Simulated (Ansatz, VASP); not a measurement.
One calculation of HfN, two programs

File INCAR:

```
PREC     = Accurate       # precision mode
ENCUT    = 600            # plane-wave cutoff, eV
EDIFF    = 1E-7           # SCF threshold, eV
ISMEAR   = 0              # smearing method
SIGMA    = 0.1            # smearing width, eV
LREAL    = False          # projectors in reciprocal space
LASPH    = True           # aspherical terms in the spheres
NELM     = 120            # most SCF steps
ALGO     = Normal         # electronic algorithm
ISIF     = 3              # what is computed and relaxed
LWAVE    = False          # write WAVECAR
LCHARG   = False          # write CHGCAR
GGA      = PE             # functional
IBRION   = 2              # ionic algorithm
NSW      = 65             # ionic steps
EDIFFG   = -0.01          # ionic threshold
GGA_COMPAT= False        
NELMIN   = 4
```

The input KPOINTS:

```
Automatic mesh
0
Gamma
  12 12 9
```

Contents of POSCAR:

```
HfN
1.0
    3.2159940711      0.0000000000      0.0000000000
   -1.6079970356      2.7851325640      0.0000000000
    0.0000000000      0.0000000000      5.2504546535
Hf N
2 2
Direct
    0.0000000000      0.0000000000      0.0000000000
    0.3333333333      0.6666666667      0.5000000000
    0.6666666667      0.3333333333      0.2500000000
    0.6666666667      0.3333333333      0.7500000000
```

Input for Ansatz:

```yaml
crystal:
  lattice:
    - [3.2159940711, 0.0, 0.0]
    - [-1.6079970356, 2.785132564, 0.0]
    - [0.0, 0.0, 5.2504546535]
  atoms:
    - { symbol: Hf, position: [0.0, 0.0, 0.0] }
    - { symbol: "N", position: [0.6666666667, 0.3333333333, 0.25] }
    - { symbol: Hf, position: [0.3333333333, 0.6666666667, 0.5] }
    - { symbol: "N", position: [0.6666666667, 0.3333333333, 0.75] }
basis:
  ecutwfc: 420
kpoints:
  mp_grid: { grid: [12, 12, 9] }
hamiltonian:
  xc: pbe
scf:
  occupations: { method: gaussian, width: 0.1 }
output:
  forces: true
  stress: true
  eigenvalues: true
  populations: true
  write_density: true
  write_potential: true
  elf: true
  volumetric_format: npy
relax:
  adjacent_minimum: "off"
  f_tol: 0.01
  max_steps: 45
  cell: { stress_tol: 0.05 }
```

Alike in both runs: task relaxation of cell and atoms; functional PBE; k mesh 12 × 12 × 9; occupations gaussian, width 0.1 eV; no spin polarisation.

```csv
,VASP,Ansatz
version,VASP 6.6.1,Ansatz 0.2.0
potentials or method,"VASP PAW PBE potentials, release 64 (Hf_pv, N), cutoff 600 eV","scalar-relativistic, plane waves, PAW"
valence electrons in the cell,30,62
```

|  | VASP | Ansatz | Ansatz less VASP |
| --- | --- | --- | --- |
| gap on the k mesh at the Fermi level, each at its own relaxed structure (eV) | none | none | - |
| relaxed volume (Å³/atom) | 11.68 | 11.78 | +0.104 |

A gap of «none» marks a metal or a gap that the smearing closes. VASP's potentials hold 30 valence electrons a cell and Ansatz's 62, so a difference there can come from the potentials and not from the codes.

Spin-orbit coupling is off throughout.
